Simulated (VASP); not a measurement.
# N in VASP: further runs

The runs below take N through single point, with PBE+D3(BJ).

Everything below comes from runs of VASP 6.6.1. Logs are shortened: lines on timing, memory, paths and dates and some standing lists are left out, and cuts for length are marked.

## Step 1: The cell of the first run

The typed cell holds 8 atoms: a = 3.817 Å, b = 3.817 Å, c = 14.992 Å, α = 82.69°, β = 82.69°, γ = 60.00°.

## Step 2: Single point, PBE+D3(BJ) (the part above a cut slid along it)

File INCAR:

```
ALGO = Normal
EDIFF = 1E-6
ENCUT = 520
GGA = PE
ISIF = 2
ISMEAR = 0
IVDW = 12
LASPH = True
LCHARG = False
LREAL = False
LWAVE = False
NBANDS = 30
NELM = 100
PREC = Accurate
SIGMA = 0.05
```

File KPOINTS:

```
k-points
0
Gamma
  7 7 2
```

File POSCAR:

```
N
1.0
   -3.8165516810      0.0000000000      0.0000000000
   -1.9082758405     -3.3052307106      0.0000000000
   -1.9080850129     -1.1016333958     14.8290392674
N
8
Direct
    0.0293099163      0.0293099163      0.9121614671
    0.1959599163      0.1959599163      0.4121614671
    0.0540817503      0.0540817503      0.8378385329
    0.2207317503      0.2207317503      0.3378385329
    0.6126182497      0.6126182497      0.1621614671
    0.4459682497      0.4459682497      0.6621614671
    0.6373900837      0.6373900837      0.0878385329
    0.4707400837      0.4707400837      0.5878385329
```

Potentials or basis: VASP PAW PBE potentials, release 64 (N).

Run with:

```bash
> cat potpaw_PBE.64/N/POTCAR > POTCAR
> mpirun -np 1 vasp_std > vasp.out
```

OUTCAR:

```text
EDIFF = 1E-6
   ENCUT = 520
   GGA = PE
   ISIF = 2
   ISMEAR = 0
   IVDW = 12
   LASPH = True
   LREAL = False
   NELM = 100
   PREC = Accurate
 IVDW          = 12

 ion  position               nearest neighbor table
   1  0.029  0.029  0.912-   3 1.10
   2  0.196  0.196  0.412-   4 1.10
   3  0.054  0.054  0.838-   1 1.10
   4  0.221  0.221  0.338-   2 1.10
   5  0.613  0.613  0.162-   7 1.10
   6  0.446  0.446  0.662-   8 1.10
   7  0.637  0.637  0.088-   5 1.10
   8  0.471  0.471  0.588-   6 1.10

  LATTYP: Found a trigonal (rhomboedric) cell.
 ALAT       =    14.9918241101
 COS(alpha) =     0.9675957529

  Lattice vectors:

 A1 = (  -1.9080850129,  -1.1016333958,  14.8290392674)
 A2 = (   1.9084666681,  -1.1016333958,  14.8290392674)
 A3 = (   0.0001908276,   2.2035973148,  14.8290392674)

Analysis of symmetry for initial positions (statically):
=====================================================================
 Subroutine PRICEL returns:
 Original cell was already a primitive cell.

 Routine SETGRP: Setting up the symmetry group for a
 trigonal (rhombohedral) supercell.

 Subroutine GETGRP returns: Found  4 space group operations
 (whereof  2 operations were pure point group operations)
 out of a pool of 12 trial point group operations.

The static configuration has the point symmetry C_1h.
 The point group associated with its full space group is C_2h.

Analysis of symmetry for dynamics (positions and initial velocities):
=====================================================================
 Subroutine PRICEL returns:
 Original cell was already a primitive cell.

 Routine SETGRP: Setting up the symmetry group for a
 trigonal (rhombohedral) supercell.

 Subroutine GETGRP returns: Found  4 space group operations
 (whereof  2 operations were pure point group operations)
 out of a pool of 12 trial point group operations.

The dynamic configuration has the point symmetry C_1h.
 The point group associated with its full space group is C_2h.

 Subroutine INISYM returns: Found  4 space group operations
 (whereof  2 operations are pure point group operations),
 and found     1 'primitive' translations

----------------------------------------------------------------------------------------

                                     Primitive cell

  volume of cell :     187.0622

  direct lattice vectors                    reciprocal lattice vectors
    -3.816551681  0.000000000  0.000000000    -0.262016627  0.151275370 -0.022476169
    -1.908275840 -3.305230711  0.000000000     0.000000000 -0.302550741 -0.022476169
    -1.908085013 -1.101633396 14.829039267     0.000000000  0.000000000  0.067435252

  length of vectors
     3.816551681  3.816551681 14.991824110     0.303384457  0.303384457  0.067435252

  position of ions in fractional coordinates (direct lattice)
     0.029309916  0.029309916  0.912161467
     0.195959916  0.195959916  0.412161467
     0.054081750  0.054081750  0.837838533
     0.220731750  0.220731750  0.337838533
     0.612618250  0.612618250  0.162161467
     0.445968250  0.445968250  0.662161467
     0.637390084  0.637390084  0.087838533
     0.470740084  0.470740084  0.587838533

  ion indices of the primitive-cell ions
   primitive index   ion index
                 1           1
                 2           2
                 3           3
                 4           4
                 5           5
                 6           6
                 7           7
                 8           8

----------------------------------------------------------------------------------------

 KPOINTS: k-points

Automatic generation of k-mesh.
 Grid dimensions read from file:
 generate k-points for:    7    7    2

 Generating k-lattice:

[... 15 lines left out ...]
|           W    W  A    A  R    R  N N  N  II  N N  N  G       !!!           |
|           W WW W  AAAAAA  RRRRR   N  N N  II  N  N N  G  GGG   !            |
|           WW  WW  A    A  R   R   N   NN  II  N   NN  G    G                |
|           W    W  A    A  R    R  N    N  II  N    N   GGGG   !!!           |
|                                                                             |
|     Your reciprocal lattice and k-lattice belong to different lattice       |
|     classes:                                                                |
|                                                                             |
|        The reciprocal lattice is rhombohedral (trigonal),                   |
|        whereas your k-lattice is base-centered monoclinic.                  |
|                                                                             |
|     Results are often still useful ...                                      |
|                                                                             |
 -----------------------------------------------------------------------------

 WARNING: IBZKPT: internal override: KBLOWUP is changed to .FALSE.
      ... skipping the blow-up phase ...

 Subroutine IBZKPT returns following result:
 ===========================================

 Found     32 irreducible k-points:

 Following reciprocal coordinates:
            Coordinates               Weight
  0.000000  0.000000  0.000000      1.000000
  0.142857 -0.000000  0.000000      4.000000
  0.285714  0.000000  0.000000      4.000000
  0.428571 -0.000000  0.000000      4.000000
  0.142857  0.142857  0.000000      2.000000
  0.285714  0.142857  0.000000      4.000000
[... 16 lines left out ...]
  0.428571  0.142857  0.500000      4.000000
 -0.428571  0.142857  0.500000      4.000000
 [... further k-points ...]
   k-points           NKPTS =     32   k-points in BZ     NKDIM =     32   number of bands    NBANDS=     30
   number of dos      NEDOS =    301   number of ions     NIONS =      8
   total plane-waves  NPLWV =  87808
   dimension x,y,z NGX =    28 NGY =   28 NGZ =  112
   dimension x,y,z NGXF=    56 NGYF=   56 NGZF=  224
   ions per type =               8
   NGX,Y,Z   is equivalent  to a cutoff of  12.20, 12.20, 12.42 a.u.
   NGXF,Y,Z  is equivalent  to a cutoff of  24.39, 24.39, 24.84 a.u.
 SYSTEM =  unknown system
   PREC   = accura    normal or accurate (medium, high low for compatibility)
   ISTART =      0    job   : 0-new  1-cont  2-samecut
   ICHARG =      2    charge: 1-file 2-atom 10-const
   ISPIN  =      1    spin polarized calculation?
   LNONCOLLINEAR =      F non collinear calculations
   LSORBIT =      F    spin-orbit coupling
   LASPH  =      T    aspherical Exc in radial PAW
   ENCUT  =  520.0 eV  38.22 Ry    6.18 a.u.   7.10  7.10 27.87*2*pi/ulx,y,z
   NELM   =    100;   NELMIN=  2; NELMDL= -5     # of ELM steps
   EDIFF  = 0.1E-05   stopping-criterion for ELM
   LREAL  =      F    real-space projection
   EDIFFG = 0.1E-04   stopping-criterion for IOM
   NSW    =      0    number of steps for IOM
   IBRION =     -1    ionic relax: 0-MD 1-quasi-New 2-CG
   NFREE  =      0    steps in history (QN), initial steepest desc. (CG)
   ISIF   =      2    stress and relaxation
   ISYM   =      2    0-nonsym 1-usesym 2-fastsym
   POTIM  = 0.5000    time-step for ionic-motion
   TEBEG  =    0.0;   TEEND  =   0.0 temperature during run
   PSTRESS=    0.0 pullay stress
   NELECT =      40.0000    total number of electrons
   NUPDOWN=      -1.0000    fix difference up-down
   EMIN   =  10.00;   EMAX   =-10.00  energy-range for DOS
   EFERMI =   0.00;   METHOD = LEGACY
   ISMEAR =     0;   SIGMA  =   0.05  broadening in eV -4-tet -1-fermi 0-gaus
   EFERMI_NEDOS =   21; number of points for ismear=-14 and -15
   IALGO  =     38    algorithm
   IMIX   =      4    mixing-type and parameters
     AMIX     =   0.40;   BMIX     =  1.00
     AMIX_MAG =   1.60;   BMIX_MAG =  1.00
  volume/ion in A,a.u.               =      23.38       157.79
  Fermi-wavevector in a.u.,A,eV,Ry     =   0.978963  1.849971 13.039390  0.958368
  Thomas-Fermi vector in A             =   2.109779
   LORBIT       =      0    0 simple, 1 ext, 2 COOP (PROOUT), +10 PAW based schemes
   GGA     = PE    functional components
   LHFCALC =     F    Hartree Fock is set to
   AEXX    =    0.0000 exact exchange contribution
   IVDW    =    12    specifies the selected vdW correction
   LEPSILON=     F    determine dielectric tensor
   LRPA    =     F    only Hartree local field effects (RPA)
 non-spin polarized calculation
 Gauss-broadening in eV      SIGMA  =   0.05
  energy-cutoff  :      520.00
  volume of cell :      187.06
 maximum number of plane-waves:      5064
   NGX = 15   NGY = 15   NGZ = 55

 number of electron      40.0000008 magnetization

 Free energy of the ion-electron system (eV)
  ---------------------------------------------------
  ext. energy  EPLUGINS =         0.00000000
  ---------------------------------------------------
  free energy    TOTEN  =       -66.56555747 eV

  energy without entropy =      -66.56555747  energy(sigma->0) =      -66.56555747

 E-fermi :  -6.1361     XC(G=0):  -6.3083

 val. band max:       -6.4507536906   @ k =   0.0000   0.0000   0.0000
 cond. band min:       0.6734642752   @ k =  -0.4286   0.4286  -0.0000
 fundamental gap:      7.1242179658
 Fermi energy:        -6.1360624308

 k-point     1 :       0.0000    0.0000    0.0000
  band No.  band energies     occupation
      1     -25.0344      2.00000
      2     -25.0239      2.00000
      3     -25.0239      2.00000
      4     -25.0135      2.00000
      5     -10.5805      2.00000
      6     -10.2626      2.00000
[... 781 lines left out ...]
     29       5.8674      0.00000
     30       6.2836      0.00000

 [... further k-points ...]

------------------------ aborting loop because EDIFF is reached ----------------------------------------

 Edisp (eV)   -0.41384

 E8    (eV) :    -0.0972

  FORCE on cell =-STRESS in cart. coord.  units (eV):
  Direction    XX          YY          ZZ          XY          YZ          ZX
  --------------------------------------------------------------------------------------
  -------------------------------------------------------------------------------------
  Total      -0.24078    -0.24074     7.36867    -0.00004    -0.00012    -0.00021
  in kB      -2.06228    -2.06194    63.11227    -0.00030    -0.00104    -0.00180
  external pressure =       19.66 kB  Pullay stress =        0.00 kB

 VOLUME and BASIS-vectors are now :
 -----------------------------------------------------------------------------
  energy-cutoff  :      520.00
  volume of cell :      187.06
      direct lattice vectors                 reciprocal lattice vectors
    -3.816551681  0.000000000  0.000000000    -0.262016627  0.151275370 -0.022476169
    -1.908275840 -3.305230711  0.000000000     0.000000000 -0.302550741 -0.022476169
    -1.908085013 -1.101633396 14.829039267     0.000000000  0.000000000  0.067435252

 POSITION                                       TOTAL-FORCE (eV/Angst)
 -----------------------------------------------------------------------------------
     -1.90828     -1.10174     13.52648         0.000023      0.000013      1.740368
     -1.90828     -1.10174      6.11196        -0.000019     -0.000011      1.740058
     -1.90828     -1.10174     12.42434        -0.000009     -0.000005     -1.740284
     -1.90828     -1.10174      5.00982         0.000019      0.000011     -1.740150
     -3.81655     -2.20349      2.40470         0.000009      0.000005      1.740284
     -3.81655     -2.20349      9.81922        -0.000019     -0.000011      1.740150
     -3.81655     -2.20349      1.30256        -0.000023     -0.000013     -1.740368
     -3.81655     -2.20349      8.71708         0.000019      0.000011     -1.740058
 -----------------------------------------------------------------------------------
    total drift:                                0.000000      0.000000     -0.000005

  FREE ENERGIE OF THE ION-ELECTRON SYSTEM (eV)
  ---------------------------------------------------
  free  energy   TOTEN  =       -66.9793988789 eV

  energy  without entropy=      -66.9793988789  energy(sigma->0) =      -66.97939888
```

It took 3.5 min on 1 thread of Oxide Virtual Turin-like, shared host; peak memory 0.3 GiB.

What came out:

```
Free energy                : -66.9794 eV
Pressure                   : 2.0 GPa
Largest force              : 1.740 eV/Å
Band gap on the k mesh     : 7.12 eV (least direct gap 7.24 eV)
Dispersion energy per atom : -0.052 eV
```

Forces on the atoms (eV/Å):
```
N    0.000  0.000  1.740
N    0.000  0.000  1.740
N    0.000  0.000 -1.740
N    0.000  0.000 -1.740
N    0.000  0.000  1.740
N    0.000  0.000  1.740
N    0.000  0.000 -1.740
N    0.000  0.000 -1.740
```

Stress tensor (GPa, compression positive):
```
-0.21  0.00  0.00
 0.00 -0.21  0.00
 0.00  0.00  6.31
```

Caveat: the cell differs from its parent crystal (the part above a cut slid along it); the standard files for N, O and F lose accuracy on very short bonds; the stress differs along the axes, from -0 to 6 GPa; forces of over 1 eV/Å act on the atoms, so gaps and moduli don't describe the material at rest.

## Step 3: Single point, PBE+D3(BJ) (the part above a cut slid along it)

File INCAR:

```
PREC = Accurate ; ENCUT = 520
EDIFF = 1E-6 ; ISMEAR = 0
SIGMA = 0.05 ; LREAL = F
LASPH = T ; NELM = 80
ALGO = Normal ; ISIF = 2
LWAVE = F ; LCHARG = F
GGA = PE ; IVDW = 12
NBANDS = 30
```

File KPOINTS:

```
regular mesh
0
Gamma
  7 7 2
```

File POSCAR:

```
N
1.0
   -3.8165516810      0.0000000000      0.0000000000
   -1.9082758405     -3.3052307106      0.0000000000
   -3.8167425086     -2.2035973148     14.8290392674
N
8
Direct
   -0.2748047168     -0.2748047168      0.9121614671
    0.0585452832      0.0585452832      0.4121614671
   -0.2252536166     -0.2252536166      0.8378385329
    0.1080963834      0.1080963834      0.3378385329
    0.5585536166      0.5585536166      0.1621614671
    0.2252036166      0.2252036166      0.6621614671
    0.6081047168      0.6081047168      0.0878385329
    0.2747547168      0.2747547168      0.5878385329
```

Potentials or basis: VASP PAW PBE potentials, release 64 (N).

Run with:

```bash
> cat potpaw_PBE.64/N/POTCAR > POTCAR
> mpirun -np 1 vasp_std > vasp.out
```

It took 3.4 min on 1 thread of Oxide Virtual Turin-like, shared host; peak memory 0.32 GiB.

Results (log left out):

```
Free energy                : -66.7636 eV
Pressure                   : 2.6 GPa
Largest force              : 1.864 eV/Å
Band gap on the k mesh     : 6.63 eV (least direct gap 6.64 eV)
Dispersion energy per atom : -0.052 eV
```

Forces on the atoms (eV/Å):
```
N    0.000  0.000  1.108
N    0.000  0.000  1.740
N    0.000  0.000 -1.864
N    0.000  0.000 -1.740
N    0.000  0.000  1.864
N    0.000  0.000  1.740
N    0.000  0.000 -1.108
N    0.000  0.000 -1.740
```

Stress tensor (GPa, compression positive):
```
-0.27  0.00  0.00
 0.00 -0.27  0.00
 0.00  0.00  8.23
```

Levels at points of the mesh, in eV from the valence-band top:
| k point | band 18 | band 19 | band 20 | band 21 | band 22 | band 23 |
| --- | --- | --- | --- | --- | --- | --- |
| (0.00, 0.00, 0.00) | -0.92 | -0.72 | -0.12 | 7.70 | 7.70 | 7.80 |
| (0.00, 0.00, 0.50) | -1.22 | -0.50 | -0.18 | 7.67 | 7.67 | 7.86 |

Caveat: the cell differs from its parent crystal (the part above a cut slid along it); the standard files for N, O and F lose accuracy on very short bonds; the stress differs along the axes, from -0 to 8 GPa; forces of over 1 eV/Å act on the atoms, so gaps and moduli don't describe the material at rest. A k mesh can miss the band edges.
